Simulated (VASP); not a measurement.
Write the native input for VASP 6.6.1 that does the following.

* Task: single point
* Functional: PBE
* Dispersion: D3(BJ)
* Potentials or basis: VASP PAW PBE potentials, release 64 (N, C, H)
* Cutoff: 520 eV
* k mesh: 1 × 1 × 1
* Occupations: fermi-dirac, width 0.05 eV
* Spin: no spin polarisation
* Dipole correction: no
* Further INCAR settings: LREAL = Auto; ALGO = Normal; EDIFF = 1e-06; NBANDS = 74

The structure of H3CN lies in POSCAR:

```
H3CN
1.0
    8.4343270000      0.0000000000      0.0000000000
    0.0000000000      8.4343270000      0.0000000000
    0.0000000000      0.0000000000      8.4343270000
N C H
8 8 24
Direct
    0.0571474167      0.7673285610      0.7819948171
    0.1871992869      0.7407230002      0.8012020402
    0.7145205539      0.5611354646      0.2476190454
    0.8058852828      0.6058218990      0.1694859590
    0.5578749792      0.3860059018      1.0164652141
    0.4874247821      0.2852391187      1.0428692177
    0.2772242527      0.7587564485      0.3737109078
    0.3166464853      0.8297283233      0.2670752509
    0.8636373714      0.0198118949      0.6221006134
    0.7696879668      0.0428012810      0.4711223551
    0.0207248308      0.1501127476      0.0857566940
    0.1268506663      0.2905151768      0.1482275942
    0.2384066921      0.1319963051      0.5734660276
    0.2090978925      0.2579221792      0.6905708067
    0.7103827015      0.4677670192      0.6171446756
    0.5324787621      0.4897011937      0.6193973746
    0.8000164091     -0.0296644889      0.7236024878
    0.9648309818     -0.0660870749      0.5842434138
    0.8986372001      0.1345691245      0.6704625040
    0.8685933092      0.1453109418      0.3929418435
    0.7325540022     -0.0653994089      0.3999489230
    0.6626017701      0.1242185654      0.4790305142
   -0.0865747795      0.1749161492      0.0400031917
    0.1043118200      0.1175671752     -0.0133857746
    0.0291783802      0.0497727916      0.1883967743
    0.2658303383      0.2900646370      0.1604870193
    0.0804687795      0.4139867947      0.1332530740
    0.0964036609      0.3062010757      0.2759437712
    0.1686560172      0.0354740811      0.6236182211
    0.1862744947      0.1408292564      0.4434971516
    0.3529623644      0.0763190709      0.5743552509
    0.2779000624      0.3690513778      0.7227725460
    0.0915781425      0.2993362719      0.7139040258
    0.2041656673      0.1763744754      0.8031464751
    0.7712292872      0.4893099355      0.5040236168
    0.7487141535      0.5488878959      0.7074541928
    0.7090073695      0.3467259451      0.6557725353
    0.4515475864      0.4149352995      0.6872984650
    0.4984155819      0.6201087532      0.6902269737
    0.4945148558      0.4917760480      0.5019843314
```

The input as run:

INCAR

```
ALGO = Normal ; EDIFF = 1E-6
ENCUT = 520 ; GGA = PE
ISIF = 2 ; ISMEAR = -1
IVDW = 12 ; LASPH = True
LCHARG = False ; LREAL = Auto
LWAVE = False ; NBANDS = 74
NELM = 60 ; PREC = Accurate
SIGMA = 0.05
```

KPOINTS

```
k-points
0
Gamma
  1 1 1
```

Potentials or basis: VASP PAW PBE potentials, release 64 (N, C, H).

Launch:

```sh
$ cat potpaw_PBE.64/N/POTCAR potpaw_PBE.64/C/POTCAR potpaw_PBE.64/H/POTCAR > POTCAR
$ mpirun -np 1 vasp_gam > vasp.out
```

It gave:

```json
{
  "Pressure": "0.2 GPa",
  "Largest force": "9.671 eV/Å",
  "Band gap on the k mesh": "4.43 eV",
  "Dispersion energy per atom": "-0.034 eV"
}
```

Caveat: the k points lie up to 0.74 Å⁻¹ apart; the standard files for N, O and F lose accuracy on very short bonds.

It took 97 s on 1 thread of AMD EPYC 7R13 Processor (Zen 3), with other jobs on the host, peak memory 0.55 GiB.
